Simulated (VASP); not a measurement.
# Si8NO14 (a cell with a defect) in VASP: further runs, part 2 of 2

VASP 6.6.1.

## Step 3: Single point, PBE

INCAR

```
SYSTEM = Si8NO14
ALGO = Normal ; EDIFF = 1E-7
ENCUT = 520 ; GGA = PE
ISIF = 2 ; ISMEAR = 0
LASPH = .True. ; LCHARG = .True.
LELF = .True. ; LREAL = Auto
LVHAR = .True. ; LWAVE = .False.
NBANDS = 78 ; NELECT = 122.0
NELM = 100 ; PREC = Accurate
SIGMA = 0.05
```

KPOINTS

```
k-points
0
Gamma
  2 2 2
  0 0 0
```

POSCAR

```
Si8NO14
1.0
   -4.1667000000     -4.1667000000      0.0000000000
    4.1667000000     -4.1667000000      0.0000000000
    0.0000000000      0.0000000000      5.3290000000
Si O N
8 14 1
Direct
    0.4986420909      0.4998358413      0.0010553575
   -0.0013589891      0.4944907241      0.2512188028
    0.4986418509      0.4998365613      0.5013764309
   -0.0013580291      0.5042238462      0.7512135485
   -0.0013598291      0.0021455828      0.0153396510
    0.4986414909     -0.0020185039      0.2512180522
   -0.0013618691      0.0021032232      0.4870358416
    0.4986408909     -0.0059531524      0.7512150497
    0.1960933113      0.5104660763     -0.0013109401
    0.8011877505      0.5104646363     -0.0013130043
    0.1960963112      0.5104570763      0.5037446050
   -0.0013595891      0.1979614563      0.7512118596
    0.8011857105      0.5104544364      0.5037468568
   -0.0013597091      0.8087718098      0.7512197410
    0.6901858785     -0.0063403893      0.0008969788
    0.4986417309      0.6925414597      0.2512137362
    0.3070987832     -0.0063406293      0.0008973541
    0.4986399309      0.3046254830      0.2512163633
    0.6901831185     -0.0063405093      0.5015348095
    0.4986395709      0.6919268246      0.7512169263
    0.3070991432     -0.0063419493      0.5015338713
    0.4986395709      0.3029182567      0.7512174892
   -0.0013581491      0.2003861569      0.2512169263
```

Potentials or basis: VASP PAW PBE potentials, release 64 (Si, O, N).

Run with:

```
$ cat potpaw_PBE.64/Si/POTCAR potpaw_PBE.64/O/POTCAR potpaw_PBE.64/N/POTCAR > POTCAR
$ mpirun -np 1 vasp_std > vasp.out
```

OUTCAR:

```text
SYSTEM = Si8NO14
   EDIFF = 1E-7
   ENCUT = 520
   GGA = PE
   ISIF = 2
   ISMEAR = 0
   LASPH = .True.
   LREAL = Auto
   NELECT = 122.0
   NELM = 100
   PREC = Accurate

 ion  position               nearest neighbor table
   1  0.499  0.500  0.001-  20 1.75  16 1.75  18 1.76  22 1.77  10 1.78   9 1.78   3 2.66   3 2.67

   2  0.999  0.494  0.251-  23 1.73  11 1.78   9 1.78  13 1.78  10 1.78   4 2.67   4 2.67
   3  0.499  0.500  0.501-  20 1.75  16 1.75  18 1.76  22 1.77  13 1.78  11 1.78   1 2.66   1 2.67

   4  0.999  0.504  0.751-  13 1.76  11 1.76   9 1.76  10 1.76  14 1.79  12 1.80   2 2.67   2 2.67
[... 8 lines left out ...]
  10  0.801  0.510  0.999-   4 1.76   2 1.78   1 1.78
  11  0.196  0.510  0.504-   4 1.76   2 1.78   3 1.78
  12  0.999  0.198  0.751-   4 1.80   5 1.82   7 1.82
  13  0.801  0.510  0.504-   4 1.76   2 1.78   3 1.78
  14  0.999  0.809  0.751-   4 1.79   5 1.81   7 1.81
  15  0.690  0.994  0.001-   8 1.74   6 1.75   5 1.82
  16  0.499  0.693  0.251-   1 1.75   3 1.75   6 1.80
  17  0.307  0.994  0.001-   8 1.74   6 1.75   5 1.82
  18  0.499  0.305  0.251-   3 1.76   1 1.76   6 1.81
  19  0.690  0.994  0.502-   8 1.74   6 1.75   7 1.82
  20  0.499  0.692  0.751-   1 1.75   3 1.75   8 1.78
  21  0.307  0.994  0.502-   8 1.74   6 1.75   7 1.82
  22  0.499  0.303  0.751-   1 1.77   3 1.77   8 1.82
  23  0.999  0.200  0.251-   7 1.72   5 1.72   2 1.73

  LATTYP: Found a simple tetragonal cell.
 ALAT       =     5.8926036503
 C/A-ratio  =     0.9043540540

  Lattice vectors:

 A1 = (  -4.1667000000,  -4.1667000000,   0.0000000000)
 A2 = (   4.1667000000,  -4.1667000000,   0.0000000000)
 A3 = (   0.0000000000,   0.0000000000,   5.3290000000)

Analysis of symmetry for initial positions (statically):
=====================================================================
 Subroutine PRICEL returns:
 Original cell was already a primitive cell.

 Routine SETGRP: Setting up the symmetry group for a
 simple tetragonal supercell.

 Subroutine GETGRP returns: Found  2 space group operations
 (whereof  1 operations were pure point group operations)
 out of a pool of 16 trial point group operations.

The static configuration has the point symmetry C_1 .
 The point group associated with its full space group is C_1h.

Analysis of symmetry for dynamics (positions and initial velocities):
=====================================================================
 Subroutine PRICEL returns:
 Original cell was already a primitive cell.

 Routine SETGRP: Setting up the symmetry group for a
 simple tetragonal supercell.

 Subroutine GETGRP returns: Found  2 space group operations
 (whereof  1 operations were pure point group operations)
 out of a pool of 16 trial point group operations.

The dynamic configuration has the point symmetry C_1 .
 The point group associated with its full space group is C_1h.

 Subroutine INISYM returns: Found  2 space group operations
 (whereof  1 operations are pure point group operations),
 and found     1 'primitive' translations

----------------------------------------------------------------------------------------

                                     Primitive cell

  volume of cell :     185.0377
[... 90 lines left out ...]
  0.000000  0.500000  0.000000      1.000000
  0.500000  0.500000  0.000000      1.000000
  0.000000  0.000000  0.500000      1.000000
  0.500000  0.000000  0.500000      1.000000
  0.000000  0.500000  0.500000      1.000000
  0.500000  0.500000  0.500000      1.000000
   k-points           NKPTS =      8   k-points in BZ     NKDIM =      8   number of bands    NBANDS=     78
   number of dos      NEDOS =    301   number of ions     NIONS =     23
   total plane-waves  NPLWV =  92160
   dimension x,y,z NGX =    48 NGY =   48 NGZ =   40
   dimension x,y,z NGXF=    96 NGYF=   96 NGZF=   80
   ions per type =               8  14   1
   NGX,Y,Z   is equivalent  to a cutoff of  13.54, 13.54, 12.48 a.u.
   NGXF,Y,Z  is equivalent  to a cutoff of  27.08, 27.08, 24.96 a.u.
 SYSTEM =  Si8NO14
   PREC   = accura    normal or accurate (medium, high low for compatibility)
   ISTART =      0    job   : 0-new  1-cont  2-samecut
   ICHARG =      2    charge: 1-file 2-atom 10-const
   ISPIN  =      1    spin polarized calculation?
   LNONCOLLINEAR =      F non collinear calculations
   LSORBIT =      F    spin-orbit coupling
   LASPH  =      T    aspherical Exc in radial PAW
   ENCUT  =  520.0 eV  38.22 Ry    6.18 a.u.  10.96 10.96  9.91*2*pi/ulx,y,z
   NELM   =    100;   NELMIN=  2; NELMDL= -5     # of ELM steps
   EDIFF  = 0.1E-06   stopping-criterion for ELM
   LREAL  =      T    real-space projection
   EDIFFG = 0.1E-05   stopping-criterion for IOM
   NSW    =      0    number of steps for IOM
   IBRION =     -1    ionic relax: 0-MD 1-quasi-New 2-CG
   NFREE  =      0    steps in history (QN), initial steepest desc. (CG)
   ISIF   =      2    stress and relaxation
   ISYM   =      2    0-nonsym 1-usesym 2-fastsym
   POTIM  = 0.5000    time-step for ionic-motion
   TEBEG  =    0.0;   TEEND  =   0.0 temperature during run
   PSTRESS=    0.0 pullay stress
   NELECT =     122.0000    total number of electrons
   NUPDOWN=      -1.0000    fix difference up-down
   EMIN   =  10.00;   EMAX   =-10.00  energy-range for DOS
   EFERMI =   0.00;   METHOD = LEGACY
   ISMEAR =     0;   SIGMA  =   0.05  broadening in eV -4-tet -1-fermi 0-gaus
   EFERMI_NEDOS =   21; number of points for ismear=-14 and -15
   IALGO  =     38    algorithm
   IMIX   =      4    mixing-type and parameters
     AMIX     =   0.40;   BMIX     =  1.00
     AMIX_MAG =   1.60;   BMIX_MAG =  1.00
  volume/ion in A,a.u.               =       8.05        54.29
  Fermi-wavevector in a.u.,A,eV,Ry     =   1.424868  2.692611 27.623222  2.030250
  Thomas-Fermi vector in A             =   2.545313
   LORBIT       =      0    0 simple, 1 ext, 2 COOP (PROOUT), +10 PAW based schemes
   GGA     = PE    functional components
   LHFCALC =     F    Hartree Fock is set to
   AEXX    =    0.0000 exact exchange contribution
   IVDW    =     0    specifies the selected vdW correction
   LEPSILON=     F    determine dielectric tensor
   LRPA    =     F    only Hartree local field effects (RPA)
 non-spin polarized calculation
 Gauss-broadening in eV      SIGMA  =   0.05
  energy-cutoff  :      520.00
  volume of cell :      185.04
 maximum number of plane-waves:      5000
 NGX is ok and might be reduce to    48
   NGX = 21   NGY = 21   NGZ = 19

 number of electron     121.9999956 magnetization

 Free energy of the ion-electron system (eV)
  ---------------------------------------------------
  ext. energy  EPLUGINS =         0.00000000
  ---------------------------------------------------
  free energy    TOTEN  =      -163.48691641 eV

  energy without entropy =     -163.48691641  energy(sigma->0) =     -163.48691641

 E-fermi :  10.2717     XC(G=0): -12.1920

 val. band max:       10.0393940009   @ k =   0.5000   0.5000   0.5000
 cond. band min:      12.8841413404   @ k =   0.0000   0.0000   0.5000
 fundamental gap:      2.8447473395
 Fermi energy:        10.2716595217

 k-point     1 :       0.0000    0.0000    0.0000
  band No.  band energies     occupation
      1     -14.6167      2.00000
      2     -12.9575      2.00000
      3     -12.3544      2.00000
      4     -12.1223      2.00000
      5     -12.0434      2.00000
      6     -11.6664      2.00000
[... 597 lines left out ...]
     72      18.3510      0.00000
     73      18.4216      0.00000
 [bands above 73 left out]

------------------------ aborting loop because EDIFF is reached ----------------------------------------

  FORCE on cell =-STRESS in cart. coord.  units (eV):
  Direction    XX          YY          ZZ          XY          YZ          ZX
  --------------------------------------------------------------------------------------
  -------------------------------------------------------------------------------------
  Total       28.6690907     28.6690907     29.1382129      4.3192426      0.0055544     -0.0055544
  in kB      248.2357462    248.2357462    252.2977125     37.3988283      0.0480934     -0.0480935
  external PRESSURE =     249.5897349 kB  Pullay stress =       0.0000000 kB

 VOLUME and BASIS-vectors are now :
 -----------------------------------------------------------------------------
  energy-cutoff  :      520.00
  volume of cell :      185.04
      direct lattice vectors                 reciprocal lattice vectors
    -4.166700000 -4.166700000  0.000000000    -0.119999040 -0.119999040  0.000000000
     4.166700000 -4.166700000  0.000000000     0.119999040 -0.119999040  0.000000000
     0.000000000  0.000000000  5.329000000     0.000000000  0.000000000  0.187652468

 POSITION                                       TOTAL-FORCE (eV/Angst)
 -----------------------------------------------------------------------------------
      0.00497     -4.16036      0.00562         0.000845     -0.000845     -0.000647
     -2.10064     -6.22143      1.33875        -0.010475      0.010475      0.000516
      0.00498     -4.16036      2.67184         0.000559     -0.000559      0.003657
     -2.06009     -6.26199      4.00322        -0.003716      0.003716     -0.000261
     -4.15209     -4.16997      0.08175         0.008272     -0.008272      0.026370
      2.08060     -6.23598      1.33874         0.005835     -0.005835     -0.001209
[... 15 lines left out ...]
     -0.81551     -3.33985      4.00324        -0.015376      0.015376      0.001141
     -3.32609     -4.99599      1.33874         0.003064     -0.003064     -0.001412
 -----------------------------------------------------------------------------------
    total drift:                               -0.074598     -0.066065      0.009916

  FREE ENERGIE OF THE ION-ELECTRON SYSTEM (eV)
  ---------------------------------------------------
  free  energy   TOTEN  =      -163.4869164087 eV

  energy  without entropy=     -163.4869164087  energy(sigma->0) =     -163.48691641
```

It took 97 s on 1 thread of Intel Xeon 6975P-C (Granite Rapids), shared host; peak memory 0.32 GiB.

What came out:

```yaml
Free_energy: -163.4869 eV
Largest_force: 0.030 eV/Å
```

Forces in eV/Å, atoms in the order of the input:
```
Si   0.001 -0.001 -0.001
Si  -0.010  0.010  0.001
Si   0.001 -0.001  0.004
Si  -0.004  0.004  0.000
Si   0.008 -0.008  0.026
Si   0.006 -0.006 -0.001
Si   0.010 -0.010 -0.026
Si  -0.003  0.003  0.001
O   -0.008 -0.010 -0.002
O    0.010  0.008 -0.002
O   -0.008 -0.011 -0.001
O   -0.006  0.006 -0.002
O    0.011  0.008 -0.001
O   -0.001  0.001  0.003
O   -0.023 -0.017  0.000
O    0.016 -0.016  0.004
O    0.017  0.023  0.000
O   -0.013  0.013  0.000
O   -0.023 -0.017 -0.003
O    0.014 -0.014  0.003
O    0.017  0.023 -0.003
O   -0.015  0.015  0.001
N    0.003 -0.003 -0.001
```

Levels at points of the mesh, in eV from the Fermi level:
```
           k point  band 57  band 58  band 59  band 60  band 61  band 62  band 63  band 64  band 65  band 66
(0.00, 0.00, 0.00)    -3.42    -3.09    -2.78    -1.23    -1.19     3.42     3.93     4.14     4.38     5.08
(0.50, 0.00, 0.00)    -3.53    -3.28    -3.03    -1.74    -0.65     3.58     4.16     4.94     5.14     5.18
(0.00, 0.50, 0.00)    -3.43    -3.28    -3.14    -1.32    -0.96     2.67     4.15     4.45     5.29     5.55
(0.50, 0.50, 0.00)    -3.45    -3.41    -2.93    -1.52    -0.76     3.03     4.89     4.91     5.32     6.05
(0.00, 0.00, 0.50)    -3.68    -3.56    -3.02    -1.26    -0.39     2.61     3.79     5.39     5.50     5.90
(0.50, 0.00, 0.50)    -3.36    -3.04    -3.03    -1.50    -0.32     3.34     4.06     5.67     5.72     5.73
(0.00, 0.50, 0.50)    -3.60    -3.17    -3.12    -1.18    -0.47     2.62     3.44     5.50     5.83     6.35
(0.50, 0.50, 0.50)    -3.56    -3.51    -3.40    -1.54    -0.23     3.26     3.48     6.16     6.64     6.68
```

Caveat: the k points lie up to 0.59 Å⁻¹ apart; the cell carries a net charge on a neutralising background, which shifts energy and pressure; the cell is charged against a uniform background, so pressure and absolute levels hang on convention.
